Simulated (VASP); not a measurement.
# HfF (P1) in VASP: single point with PBE

Aim: the single point of HfF with PBE.

Everything below comes from runs of VASP 6.6.1. Logs are shortened: lines on timing, memory, paths and dates and some standing lists are left out, and cuts for length are marked.

## Step 1: The cell of the first run

The typed cell holds 4 atoms: a = 2.877 Å, b = 2.911 Å, c = 9.539 Å, α = 90.18°, β = 86.03°, γ = 120.18°.

## Step 2: Single point, PBE

INCAR reads:

```
SYSTEM = HfF
PREC = Accurate
ENCUT = 600
EDIFF = 1E-6
ISMEAR = -1
SIGMA = 0.15
LREAL = .FALSE.
LASPH = .TRUE.
NELM = 120
ALGO = Normal
ISIF = 2
LWAVE = .FALSE.
LCHARG = .TRUE.
GGA = PE
LELF = .TRUE.
LVHAR = .TRUE.
NBANDS = 25
GGA_COMPAT = .FALSE.
```

KPOINTS reads:

```
Automatic mesh
0
Gamma
  3 3 1
  0 0 0.5
```

POSCAR reads:

```
HfF
1.0
    2.8751870000     -0.0150410000      0.1006460000
   -1.4506190000      2.5233260000     -0.0046870000
    0.3287080000      0.1721040000      9.5321000000
Hf F
2 2
Direct
    0.0747670000      0.7949000000      0.3064275000
    0.0747670000      0.7949000000      0.8064275000
    0.4015450000      1.4514790000      0.5588780000
    0.4015450000      1.4514790000      1.0588780000
```

Potentials or basis: VASP PAW PBE potentials, release 64 (Hf_pv, F).

The run is started by

```sh
$ cat potpaw_PBE.64/Hf_pv/POTCAR potpaw_PBE.64/F/POTCAR > POTCAR
$ mpirun -np 1 vasp_std > vasp.out
```

OUTCAR:

```text
SYSTEM = HfF
   PREC = Accurate
   ENCUT = 600
   EDIFF = 1E-6
   ISMEAR = -1
   LREAL = .FALSE.
   LASPH = .TRUE.
   NELM = 120
   ISIF = 2
   GGA = PE

 ion  position               nearest neighbor table
   1  0.075  0.795  0.306-   3 2.82   4 2.83   4 2.84
   2  0.075  0.795  0.806-   4 2.82   3 2.83   3 2.84
   3  0.402  0.451  0.559-   1 2.82   2 2.83   2 2.84
   4  0.402  0.451  0.059-   2 2.82   1 2.83   1 2.84

  LATTYP: Found a triclinic cell.
 ALAT       =     2.8861905269
 B/A-ratio  =     0.9968113018
 C/A-ratio  =     3.7919824879
 COS(alpha) =     0.0559115971
 COS(beta)  =     0.4560971803
 COS(gamma) =     0.4898914567

  Lattice vectors:

 A1 = (  -1.4245680000,  -2.5082850000,  -0.0959590000)
 A2 = (  -2.8751870000,   0.0150410000,  -0.1006460000)
 A3 = (  -0.3026570000,  -5.2037150000,  -9.6233720000)

Analysis of symmetry for initial positions (statically):
=====================================================================
 Subroutine PRICEL returns following result:

  LATTYP: Found a triclinic cell.
 ALAT       =     2.8769873364
 B/A-ratio  =     1.0116772660
 C/A-ratio  =     1.6578659330
 COS(alpha) =     0.0031418189
 COS(beta)  =     0.0692989915
 COS(gamma) =     0.5026716003

  Lattice vectors:

 A1 = (  -2.8751870000,   0.0150410000,  -0.1006460000)
 A2 = (  -1.4506190000,   2.5233260000,  -0.0046870000)
 A3 = (  -0.1643540000,  -0.0860520000,  -4.7660500000)

   2 primitive cells build up your supercell.

 Routine SETGRP: Setting up the symmetry group for a
 triclinic supercell.

 Subroutine GETGRP returns: Found  1 space group operations
 (whereof  1 operations were pure point group operations)
 out of a pool of  2 trial point group operations.

The static configuration has the point symmetry C_1 .

Analysis of symmetry for dynamics (positions and initial velocities):
=====================================================================
 Subroutine PRICEL returns following result:

  LATTYP: Found a triclinic cell.
 ALAT       =     2.8769873364
 B/A-ratio  =     1.0116772660
 C/A-ratio  =     1.6578659330
 COS(alpha) =     0.0031418189
 COS(beta)  =     0.0692989915
 COS(gamma) =     0.5026716003

  Lattice vectors:

 A1 = (  -2.8751870000,   0.0150410000,  -0.1006460000)
 A2 = (  -1.4506190000,   2.5233260000,  -0.0046870000)
 A3 = (  -0.1643540000,  -0.0860520000,  -4.7660500000)

   2 primitive cells build up your supercell.

 Routine SETGRP: Setting up the symmetry group for a
 triclinic supercell.

 Subroutine GETGRP returns: Found  1 space group operations
 (whereof  1 operations were pure point group operations)
 out of a pool of  2 trial point group operations.

The dynamic configuration has the point symmetry C_1 .

 Subroutine INISYM returns: Found  1 space group operations
 (whereof  1 operations are pure point group operations),
 and found     2 'primitive' translations

----------------------------------------------------------------------------------------

                                     Primitive cell

  volume of cell :      34.4207

  direct lattice vectors                    reciprocal lattice vectors
    -2.875187000  0.015041000 -0.100646000    -0.349402811 -0.200836867  0.015675069
    -1.450619000  2.523326000 -0.004687000     0.002334260  0.397630784 -0.007259800
    -0.164354000 -0.086052000 -4.766050000     0.007376141  0.003850092 -0.210141229

  length of vectors
     2.876987336  2.910582683  4.769659295     0.403315607  0.397703902  0.210305889

  position of ions in fractional coordinates (direct lattice)
     0.925233000  0.794900000  0.387145000
     0.598455000  0.451479000  0.882244000

  ion indices of the primitive-cell ions
   primitive index   ion index
                 1           1
                 2           4

----------------------------------------------------------------------------------------

 KPOINTS: Automatic mesh

Automatic generation of k-mesh.
 Grid dimensions read from file:
 generate k-points for:    3    3    1

 Generating k-lattice:

  Cartesian coordinates                     Fractional coordinates (reciprocal lattice)
     0.116467604  0.066945622 -0.005225023     0.333333333  0.000000000 -0.000000000
     0.000778087  0.132543595 -0.002419933     0.000000000  0.333333333 -0.000000000
    -0.003688070 -0.001925046  0.105070615     0.000000000 -0.000000000  1.000000000

  Length of vectors
     0.134438536  0.132567967  0.105152945

  Shift w.r.t. Gamma in fractional coordinates (k-lattice)
     0.000000000  0.000000000  0.500000000

 Subroutine IBZKPT returns following result:
 ===========================================

 Found      5 irreducible k-points:

 Following reciprocal coordinates:
            Coordinates               Weight
 -0.000000 -0.000000  0.500000      1.000000
  0.333333 -0.000000  0.500000      2.000000
  0.000000  0.333333  0.500000      2.000000
  0.333333  0.333333  0.500000      2.000000
 -0.333333  0.333333  0.500000      2.000000
   k-points           NKPTS =      5   k-points in BZ     NKDIM =      5   number of bands    NBANDS=     25
   number of dos      NEDOS =    301   number of ions     NIONS =      4
   total plane-waves  NPLWV =  46080
   dimension x,y,z NGX =    24 NGY =   24 NGZ =   80
   dimension x,y,z NGXF=    48 NGYF=   48 NGZF=  160
   ions per type =               2   2
   NGX,Y,Z   is equivalent  to a cutoff of  13.87, 13.71, 13.94 a.u.
   NGXF,Y,Z  is equivalent  to a cutoff of  27.74, 27.42, 27.88 a.u.
 SYSTEM =  HfF
   PREC   = accura    normal or accurate (medium, high low for compatibility)
   ISTART =      0    job   : 0-new  1-cont  2-samecut
   ICHARG =      2    charge: 1-file 2-atom 10-const
   ISPIN  =      1    spin polarized calculation?
   LNONCOLLINEAR =      F non collinear calculations
   LSORBIT =      F    spin-orbit coupling
   LASPH  =      T    aspherical Exc in radial PAW
   ENCUT  =  600.0 eV  44.10 Ry    6.64 a.u.   5.75  5.81 19.05*2*pi/ulx,y,z
   NELM   =    120;   NELMIN=  2; NELMDL= -5     # of ELM steps
   EDIFF  = 0.1E-05   stopping-criterion for ELM
   LREAL  =      F    real-space projection
   EDIFFG = 0.1E-04   stopping-criterion for IOM
   NSW    =      0    number of steps for IOM
   IBRION =     -1    ionic relax: 0-MD 1-quasi-New 2-CG
   NFREE  =      0    steps in history (QN), initial steepest desc. (CG)
   ISIF   =      2    stress and relaxation
   ISYM   =      2    0-nonsym 1-usesym 2-fastsym
   POTIM  = 0.5000    time-step for ionic-motion
   TEBEG  =    0.0;   TEEND  =   0.0 temperature during run
   PSTRESS=    0.0 pullay stress
   NELECT =      34.0000    total number of electrons
   NUPDOWN=      -1.0000    fix difference up-down
   EMIN   =  10.00;   EMAX   =-10.00  energy-range for DOS
   EFERMI =   0.00;   METHOD = LEGACY
   ISMEAR =    -1;   SIGMA  =   0.15  broadening in eV -4-tet -1-fermi 0-gaus
   EFERMI_NEDOS =   21; number of points for ismear=-14 and -15
   IALGO  =     38    algorithm
   IMIX   =      4    mixing-type and parameters
     AMIX     =   0.40;   BMIX     =  1.00
     AMIX_MAG =   1.60;   BMIX_MAG =  1.00
  volume/ion in A,a.u.               =      17.21       116.14
  Fermi-wavevector in a.u.,A,eV,Ry     =   1.294050  2.445400 22.783850  1.674566
  Thomas-Fermi vector in A             =   2.425657
   LORBIT       =      0    0 simple, 1 ext, 2 COOP (PROOUT), +10 PAW based schemes
   GGA     = PE    functional components
   LHFCALC =     F    Hartree Fock is set to
   AEXX    =    0.0000 exact exchange contribution
   IVDW    =     0    specifies the selected vdW correction
   LEPSILON=     F    determine dielectric tensor
   LRPA    =     F    only Hartree local field effects (RPA)
 non-spin polarized calculation
  energy-cutoff  :      600.00
  volume of cell :       68.84
 maximum number of plane-waves:      2310
   NGX = 11   NGY = 11   NGZ = 37

 number of electron      34.0000002 magnetization

 Free energy of the ion-electron system (eV)
  ---------------------------------------------------
  ext. energy  EPLUGINS =         0.00000000
  ---------------------------------------------------
  free energy    TOTEN  =       -26.13037820 eV

  energy without entropy =      -25.67723649  energy(sigma->0) =      -25.90380735

 E-fermi :   3.5314     XC(G=0): -10.3801

 val. band max:        3.5284915956   @ k =   0.3333  -0.0000   0.5000
 cond. band min:       3.9182832580   @ k =   0.3333   0.3333   0.5000
 fundamental gap:      0.3897916625
 Fermi energy:         3.5314071655

 k-point     1 :      -0.0000   -0.0000    0.5000
  band No.  band energies     occupation
      1     -28.1656      2.00000
      2     -28.1655      2.00000
      3     -27.1921      2.00000
      4     -27.1920      2.00000
      5     -27.1752      2.00000
      6     -27.1751      2.00000
[... 17 lines left out ...]
     24       8.0448      0.00000
     25       8.3355      0.00000

 k-point     2 :       0.3333   -0.0000    0.5000
  band No.  band energies     occupation
      1     -28.2539      2.00000
      2     -28.2537      2.00000
      3     -27.9997      2.00000
      4     -27.9976      2.00000
      5     -27.4480      2.00000
      6     -27.4479      2.00000
[... 17 lines left out ...]
     24       7.3027      0.00000
     25       8.5073      0.00000

 k-point     3 :       0.0000    0.3333    0.5000
  band No.  band energies     occupation
      1     -28.2312      2.00000
      2     -28.2310      2.00000
      3     -28.0078      2.00000
      4     -28.0068      2.00000
      5     -27.4080      2.00000
      6     -27.4079      2.00000
[... 17 lines left out ...]
     24       7.4409      0.00000
     25       8.6027      0.00000

 k-point     4 :       0.3333    0.3333    0.5000
  band No.  band energies     occupation
      1     -28.1769      2.00000
      2     -28.1768      2.00000
      3     -28.1375      2.00000
      4     -28.1373      2.00000
      5     -27.9213      2.00000
      6     -27.9212      2.00000
[... 17 lines left out ...]
     24       6.6538      0.00000
     25      11.4735      0.00000

 k-point     5 :      -0.3333    0.3333    0.5000
  band No.  band energies     occupation
      1     -28.2375      2.00000
      2     -28.2373      2.00000
      3     -28.0055      2.00000
      4     -28.0043      2.00000
      5     -27.4195      2.00000
      6     -27.4194      2.00000
[... 17 lines left out ...]
     24       7.4054      0.00000
     25       8.5748      0.00000

------------------------ aborting loop because EDIFF is reached ----------------------------------------

  FORCE on cell =-STRESS in cart. coord.  units (eV):
  Direction    XX          YY          ZZ          XY          YZ          ZX
  --------------------------------------------------------------------------------------
  -------------------------------------------------------------------------------------
  Total        3.8703454      4.4079481    -13.6599737     -0.3409348      0.6503297      1.1806704
  in kB       90.0762257    102.5880864   -317.9144897     -7.9347238     15.1354059     27.4782533
  external PRESSURE =     -41.7500592 kB  Pullay stress =       0.0000000 kB

 VOLUME and BASIS-vectors are now :
 -----------------------------------------------------------------------------
  energy-cutoff  :      600.00
  volume of cell :       68.84
      direct lattice vectors                 reciprocal lattice vectors
     2.875187000 -0.015041000  0.100646000     0.349402811  0.200836867 -0.015675069
    -1.450619000  2.523326000 -0.004687000     0.002334260  0.397630784 -0.007259800
     0.328708000  0.172104000  9.532100000    -0.003688070 -0.001925046  0.105070615

 POSITION                                       TOTAL-FORCE (eV/Angst)
 -----------------------------------------------------------------------------------
     -0.83740      2.05740      2.92470        -0.035666     -0.015658     -0.189835
     -0.67305      2.14346      7.69075        -0.035666     -0.015658     -0.189835
      0.68330      1.22937      5.36558         0.035666      0.015658      0.189835
      0.51895      1.14332      0.59953         0.035666      0.015658      0.189835
 -----------------------------------------------------------------------------------
    total drift:                               -0.000180      0.000127     -0.000195

  FREE ENERGIE OF THE ION-ELECTRON SYSTEM (eV)
  ---------------------------------------------------
  free  energy   TOTEN  =       -26.1303782036 eV

  energy  without entropy=      -25.6772364868  energy(sigma->0) =      -25.90380735
```

Run time: 8.6 s. Hardware: 1 thread of Intel Xeon 6975P-C (Granite Rapids), shared host; peak memory 0.19 GiB.

What came out:

```
Free energy            : -26.1304 eV
Pressure               : -4.2 GPa
Largest force          : 0.194 eV/Å
Band gap on the k mesh : zero (bands 17 and 18 overlap by 0.91 eV)
```

Forces in eV/Å, atoms in the order of the input:
```
Hf  -0.036 -0.016 -0.190
Hf  -0.036 -0.016 -0.190
F    0.036  0.016  0.190
F    0.036  0.016  0.190
```

Levels at points of the mesh, in eV from the Fermi level:
```
           k point  band 14  band 15  band 16  band 17  band 18  band 19  band 20  band 21  band 22  band 23
(0.00, 0.00, 0.50)    -3.42    -3.36    -3.36     0.89     0.89     0.90     0.90     1.23     1.23     4.51
```

Caveat: the k points lie up to 0.84 Å⁻¹ apart, too coarse for converged energies and pressures of a metal; spin-orbit coupling is left out, which moves the levels of the heavy elements.
